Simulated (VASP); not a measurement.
# P in VASP: single point with PBEsol

Aim: the single point of P with PBEsol.

All numbers are computed with VASP 6.6.1; they aren't measurements. Logs are shortened: lines on timing, memory, paths and dates and some standing lists are left out, and cuts for length are marked.

### Step 1. The cell of the first run

The cell holds a slab with vacuum, 4 atoms: a = 3.288 Å, b = 34.870 Å, c = 4.587 Å, α = 90.00°, β = 90.00°, γ = 90.00°.

### Step 2. Single point, PBEsol

Contents of INCAR:

```
ALGO     = Normal         # electronic algorithm
EDIFF    = 1E-6           # SCF threshold, eV
ENCUT    = 520            # plane-wave cutoff, eV
GGA      = PS             # functional
ISIF     = 2              # what is computed and relaxed
ISMEAR   = 0              # smearing method
LASPH    = T              # aspherical terms in the spheres
LCHARG   = T              # write CHGCAR
LELF     = T              # ELF
LREAL    = F              # projectors in reciprocal space
LVHAR    = T            
LWAVE    = F              # write WAVECAR
NBANDS   = 18             # bands
NELM     = 80             # most SCF steps
PREC     = Accurate       # precision mode
SIGMA    = 0.01           # smearing width, eV
```

Contents of KPOINTS:

```
k-points
0
Gamma
  6 1 4
```

Contents of POSCAR:

```
P
1.0
    3.2884131033      0.0000000000      0.0000000000
    0.0000000000     34.8700057900      0.0000000000
    0.0000000000      0.0000000000      4.5873403583
P
4
Direct
    0.0000000000      0.9700352370      0.5897387270
    0.0000000000      0.0299647630      0.4102612730
    0.5000000000      0.0299647630      0.0897387270
    0.5000000000      0.9700352370      0.9102612730
```

Potentials or basis: VASP PAW PBE potentials, release 64 (P).

Run with:

```bash
$ cat potpaw_PBE.64/P/POTCAR > POTCAR
$ mpirun -np 1 vasp_std > vasp.out
```

OUTCAR:

```text
EDIFF = 1E-6
   ENCUT = 520
   GGA = PS
   ISIF = 2
   ISMEAR = 0
   LASPH = T
   LREAL = F
   NELM = 80
   PREC = Accurate

 ion  position               nearest neighbor table
   1  0.000  0.970  0.590-   4 2.21   4 2.21   2 2.25
   2  0.000  0.030  0.410-   3 2.21   3 2.21   1 2.25
   3  0.500  0.030  0.090-   2 2.21   2 2.21   4 2.25
   4  0.500  0.970  0.910-   1 2.21   1 2.21   3 2.25

  LATTYP: Found a simple orthorhombic cell.
 ALAT       =     3.2884131033
 B/A-ratio  =     1.3950012405
 C/A-ratio  =    10.6039006337

  Lattice vectors:

 A1 = (  -3.2884131033,   0.0000000000,   0.0000000000)
 A2 = (   0.0000000000,   0.0000000000,   4.5873403583)
 A3 = (   0.0000000000,  34.8700057900,   0.0000000000)

Analysis of symmetry for initial positions (statically):
=====================================================================
 Subroutine PRICEL returns:
 Original cell was already a primitive cell.

 Routine SETGRP: Setting up the symmetry group for a
 simple orthorhombic supercell.

 Subroutine GETGRP returns: Found  8 space group operations
 (whereof  4 operations were pure point group operations)
 out of a pool of  8 trial point group operations.

The static configuration has the point symmetry C_2h.
 The point group associated with its full space group is D_2h.

Analysis of symmetry for dynamics (positions and initial velocities):
=====================================================================
 Subroutine PRICEL returns:
 Original cell was already a primitive cell.

 Routine SETGRP: Setting up the symmetry group for a
 simple orthorhombic supercell.

 Subroutine GETGRP returns: Found  8 space group operations
 (whereof  4 operations were pure point group operations)
 out of a pool of  8 trial point group operations.

The dynamic configuration has the point symmetry C_2h.
 The point group associated with its full space group is D_2h.

 Subroutine INISYM returns: Found  8 space group operations
 (whereof  4 operations are pure point group operations),
 and found     1 'primitive' translations

----------------------------------------------------------------------------------------

                                     Primitive cell

  volume of cell :     526.0165

  direct lattice vectors                    reciprocal lattice vectors
     3.288413103  0.000000000  0.000000000     0.304098046  0.000000000  0.000000000
     0.000000000 34.870005790  0.000000000     0.000000000  0.028677942  0.000000000
     0.000000000  0.000000000  4.587340358     0.000000000  0.000000000  0.217991237

  length of vectors
     3.288413103 34.870005790  4.587340358     0.304098046  0.028677942  0.217991237

  position of ions in fractional coordinates (direct lattice)
     0.000000000  0.970035237  0.589738727
     0.000000000  0.029964763  0.410261273
     0.500000000  0.029964763  0.089738727
     0.500000000  0.970035237  0.910261273

  ion indices of the primitive-cell ions
   primitive index   ion index
                 1           1
                 2           2
                 3           3
                 4           4

----------------------------------------------------------------------------------------

 KPOINTS: k-points

Automatic generation of k-mesh.
 Grid dimensions read from file:
 generate k-points for:    6    1    4

 Generating k-lattice:

  Cartesian coordinates                     Fractional coordinates (reciprocal lattice)
     0.050683008  0.000000000  0.000000000     0.166666667  0.000000000  0.000000000
     0.000000000  0.028677942  0.000000000     0.000000000  1.000000000  0.000000000
     0.000000000  0.000000000  0.054497809     0.000000000  0.000000000  0.250000000

  Length of vectors
     0.050683008  0.028677942  0.054497809

  Shift w.r.t. Gamma in fractional coordinates (k-lattice)
     0.000000000  0.000000000  0.000000000

 Subroutine IBZKPT returns following result:
 ===========================================

 Found     12 irreducible k-points:

 Following reciprocal coordinates:
            Coordinates               Weight
  0.000000  0.000000  0.000000      1.000000
  0.166667  0.000000  0.000000      2.000000
  0.333333  0.000000  0.000000      2.000000
  0.500000  0.000000  0.000000      1.000000
  0.000000  0.000000  0.250000      2.000000
  0.166667  0.000000  0.250000      4.000000
  0.333333  0.000000  0.250000      4.000000
  0.500000  0.000000  0.250000      2.000000
  0.000000  0.000000  0.500000      1.000000
  0.166667  0.000000  0.500000      2.000000
  0.333333  0.000000  0.500000      2.000000
  0.500000  0.000000  0.500000      1.000000
   k-points           NKPTS =     12   k-points in BZ     NKDIM =     12   number of bands    NBANDS=     18
   number of dos      NEDOS =    301   number of ions     NIONS =      4
   total plane-waves  NPLWV = 233280
   dimension x,y,z NGX =    24 NGY =  270 NGZ =   36
   dimension x,y,z NGXF=    48 NGYF=  540 NGZF=   72
   ions per type =               4
   NGX,Y,Z   is equivalent  to a cutoff of  12.13, 12.87, 13.05 a.u.
   NGXF,Y,Z  is equivalent  to a cutoff of  24.27, 25.74, 26.09 a.u.
 SYSTEM =  unknown system
   PREC   = accura    normal or accurate (medium, high low for compatibility)
   ISTART =      0    job   : 0-new  1-cont  2-samecut
   ICHARG =      2    charge: 1-file 2-atom 10-const
   ISPIN  =      1    spin polarized calculation?
   LNONCOLLINEAR =      F non collinear calculations
   LSORBIT =      F    spin-orbit coupling
   LASPH  =      T    aspherical Exc in radial PAW
   ENCUT  =  520.0 eV  38.22 Ry    6.18 a.u.   6.11 64.84  8.53*2*pi/ulx,y,z
   NELM   =     80;   NELMIN=  2; NELMDL= -5     # of ELM steps
   EDIFF  = 0.1E-05   stopping-criterion for ELM
   LREAL  =      F    real-space projection
   EDIFFG = 0.1E-04   stopping-criterion for IOM
   NSW    =      0    number of steps for IOM
   IBRION =     -1    ionic relax: 0-MD 1-quasi-New 2-CG
   NFREE  =      0    steps in history (QN), initial steepest desc. (CG)
   ISIF   =      2    stress and relaxation
   ISYM   =      2    0-nonsym 1-usesym 2-fastsym
   POTIM  = 0.5000    time-step for ionic-motion
   TEBEG  =    0.0;   TEEND  =   0.0 temperature during run
   PSTRESS=    0.0 pullay stress
   NELECT =      20.0000    total number of electrons
   NUPDOWN=      -1.0000    fix difference up-down
   EMIN   =  10.00;   EMAX   =-10.00  energy-range for DOS
   EFERMI =   0.00;   METHOD = LEGACY
   ISMEAR =     0;   SIGMA  =   0.01  broadening in eV -4-tet -1-fermi 0-gaus
   EFERMI_NEDOS =   21; number of points for ismear=-14 and -15
   IALGO  =     38    algorithm
   IMIX   =      4    mixing-type and parameters
     AMIX     =   0.40;   BMIX     =  1.00
     AMIX_MAG =   1.60;   BMIX_MAG =  1.00
  volume/ion in A,a.u.               =     131.50       887.43
  Fermi-wavevector in a.u.,A,eV,Ry     =   0.550493  1.040281  4.123142  0.303042
  Thomas-Fermi vector in A             =   1.582085
   LORBIT       =      0    0 simple, 1 ext, 2 COOP (PROOUT), +10 PAW based schemes
   GGA     = PS    functional components
   LHFCALC =     F    Hartree Fock is set to
   AEXX    =    0.0000 exact exchange contribution
   IVDW    =     0    specifies the selected vdW correction
   LEPSILON=     F    determine dielectric tensor
   LRPA    =     F    only Hartree local field effects (RPA)
 non-spin polarized calculation
 Gauss-broadening in eV      SIGMA  =   0.01
  energy-cutoff  :      520.00
  volume of cell :      526.02
 maximum number of plane-waves:     14214
   NGX = 13   NGY =129   NGZ = 17

 number of electron      20.0000001 magnetization

 Free energy of the ion-electron system (eV)
  ---------------------------------------------------
  ext. energy  EPLUGINS =         0.00000000
  ---------------------------------------------------
  free energy    TOTEN  =       -22.80760664 eV

  energy without entropy =      -22.80760664  energy(sigma->0) =      -22.80760664

 E-fermi :  -3.3711     XC(G=0):  -1.7784

 val. band max:       -3.4204035933   @ k =   0.0000   0.0000   0.0000
 cond. band min:      -2.5756806191   @ k =   0.0000   0.0000   0.0000
 fundamental gap:      0.8447229742
 Fermi energy:        -3.3711377431

 k-point     1 :       0.0000    0.0000    0.0000
  band No.  band energies     occupation
      1     -18.5485      2.00000
      2     -16.0329      2.00000
      3     -12.6199      2.00000
      4      -9.2194      2.00000
      5      -8.0643      2.00000
      6      -8.0588      2.00000
[... 10 lines left out ...]
     17       1.6169      0.00000
     18       1.7616      0.00000

 k-point     2 :       0.1667    0.0000    0.0000
  band No.  band energies     occupation
      1     -18.2150      2.00000
      2     -15.6852      2.00000
      3     -12.7967      2.00000
      4      -8.9708      2.00000
      5      -8.5346      2.00000
      6      -8.2564      2.00000
[... 10 lines left out ...]
     17       1.5920      0.00000
     18       2.0021      0.00000

 k-point     3 :       0.3333    0.0000    0.0000
  band No.  band energies     occupation
      1     -17.2343      2.00000
      2     -14.6507      2.00000
      3     -13.9029      2.00000
      4     -10.7237      2.00000
      5      -9.0280      2.00000
      6      -8.4026      2.00000
[... 10 lines left out ...]
     17       2.5322      0.00000
     18       2.6502      0.00000

 k-point     4 :       0.5000    0.0000    0.0000
  band No.  band energies     occupation
      1     -15.6924      2.00000
      2     -15.6924      2.00000
      3     -12.9625      2.00000
      4     -12.9625      2.00000
      5      -8.4579      2.00000
      6      -8.4579      2.00000
[... 123 lines left out ...]
      4     -11.7877      2.00000
      5      -7.9892      2.00000
      6      -7.9892      2.00000
[... 10 lines left out ...]
     17       2.9392      0.00000
     18       2.9462      0.00000

 k-point    11 :       0.3333    0.0000    0.5000
  band No.  band energies     occupation
      1     -16.1941      2.00000
      2     -16.1941      2.00000
      3     -12.2693      2.00000
      4     -12.2693      2.00000
      5      -9.2646      2.00000
      6      -9.2646      2.00000
[... 10 lines left out ...]
     17       3.3973      0.00000
     18       3.3973      0.00000

 k-point    12 :       0.5000    0.0000    0.5000
  band No.  band energies     occupation
      1     -15.3181      2.00000
      2     -15.3181      2.00000
      3     -13.3600      2.00000
      4     -13.3600      2.00000
      5      -8.4721      2.00000
      6      -8.4721      2.00000
[... 10 lines left out ...]
     17       2.9879      0.00000
     18       2.9879      0.00000

------------------------ aborting loop because EDIFF is reached ----------------------------------------

  FORCE on cell =-STRESS in cart. coord.  units (eV):
  Direction    XX          YY          ZZ          XY          YZ          ZX
  --------------------------------------------------------------------------------------
  -------------------------------------------------------------------------------------
  Total       -0.3657703     -0.2047824     -0.2724516      0.0000000      0.0000000      0.0000000
  in kB       -1.1140884     -0.6237405     -0.8298520      0.0000000      0.0000000      0.0000000
  external PRESSURE =      -0.8558936 kB  Pullay stress =       0.0000000 kB

 VOLUME and BASIS-vectors are now :
 -----------------------------------------------------------------------------
  energy-cutoff  :      520.00
  volume of cell :      526.02
      direct lattice vectors                 reciprocal lattice vectors
     3.288413103  0.000000000  0.000000000     0.304098046  0.000000000  0.000000000
     0.000000000 34.870005790  0.000000000     0.000000000  0.028677942  0.000000000
     0.000000000  0.000000000  4.587340358     0.000000000  0.000000000  0.217991237

 POSITION                                       TOTAL-FORCE (eV/Angst)
 -----------------------------------------------------------------------------------
      0.00000     33.82513      2.70533        -0.000000      0.045777     -0.187383
      0.00000      1.04487      1.88201         0.000000     -0.045777      0.187383
      1.64421      1.04487      0.41166        -0.000000     -0.045777     -0.187383
      1.64421     33.82513      4.17568        -0.000000      0.045777      0.187383
 -----------------------------------------------------------------------------------
    total drift:                               -0.000000      0.000000     -0.000000

  FREE ENERGIE OF THE ION-ELECTRON SYSTEM (eV)
  ---------------------------------------------------
  free  energy   TOTEN  =       -22.8076066448 eV

  energy  without entropy=      -22.8076066448  energy(sigma->0) =      -22.80760664
```

It took 2.5 min on 1 thread of Intel Xeon Platinum 8375C at 2.90GHz (Ice Lake), shared host; peak memory 0.51 GiB.

What came out:

| Item | Value |
| --- | --- |
| Free energy | -22.8076 eV |
| Largest force | 0.193 eV/Å |
| Band gap on the k mesh | 0.84 eV, direct |

Forces on the atoms (eV/Å):
```
P    0.000  0.046 -0.187
P    0.000 -0.046  0.187
P    0.000 -0.046 -0.187
P    0.000  0.046  0.187
```

Caveat: the PAW data sets were made with another functional, which shifts forces and pressure a little.
